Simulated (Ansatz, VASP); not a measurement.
# Two plane-wave programs on SrRe

INCAR

```
ALGO = Normal ; EDIFF = 1E-6
ENCUT = 520 ; GGA = PE
ISIF = 2 ; ISMEAR = 0
LASPH = T ; LCHARG = T
LELF = T ; LREAL = F
LVHAR = T ; LWAVE = F
NBANDS = 16 ; NELM = 60
PREC = Accurate ; SIGMA = 0.05
```

File KPOINTS:

```
k-points
0
Gamma
  10 10 10
```

Contents of POSCAR:

```
SrRe
1.0
    3.5888577614      0.0000000000      0.0000000000
    0.0000000000      3.5888577614      0.0000000000
    0.0000000000      0.0000000000      3.5888577614
Sr Re
1 1
Direct
    0.0000000000      0.0000000000      0.0000000000
    0.5000000000      0.5000000000      0.5000000000
```

Input for Ansatz:

```yaml
crystal:
  lattice:
    - [3.5888577614, 0.0, 0.0]
    - [0.0, 3.5888577614, 0.0]
    - [0.0, 0.0, 3.5888577614]
  atoms:
    - { symbol: Sr, position: [0.0, 0.0, 0.0] }
    - { symbol: Re, position: [0.5, 0.5, 0.5] }
basis:
  ecutwfc: 420
  ecutrho_ratio: 4
kpoints:
  mp_grid: { grid: [10, 10, 10] }
hamiltonian:
  xc: pbe
scf:
  occupations: { method: gaussian, width: 0.05 }
output:
  forces: true
  stress: true
  eigenvalues: true
```

Alike in both runs: task single point; functional PBE; k mesh 10 × 10 × 10; occupations gaussian, width 0.05 eV; no spin polarisation.

```csv
,VASP,Ansatz
version,VASP 6.6.1,Ansatz 0.2.0
potentials or method,"VASP PAW PBE potentials, release 64 (Sr_sv, Re), cutoff 520 eV","scalar-relativistic, plane waves, PAW"
valence electrons in the cell,17,25
```

|  | VASP | Ansatz | Ansatz less VASP |
| --- | --- | --- | --- |
| gap on the k mesh at the Fermi level (eV) | none | none | - |
| pressure (GPa) | 2.9 | 2.7 | -0.24 |

A gap of «none» marks a metal or a gap that the smearing closes. VASP's potentials hold 17 valence electrons a cell and Ansatz's 25, so a difference there can come from the potentials and not from the codes.

Neither program's run includes spin-orbit coupling.
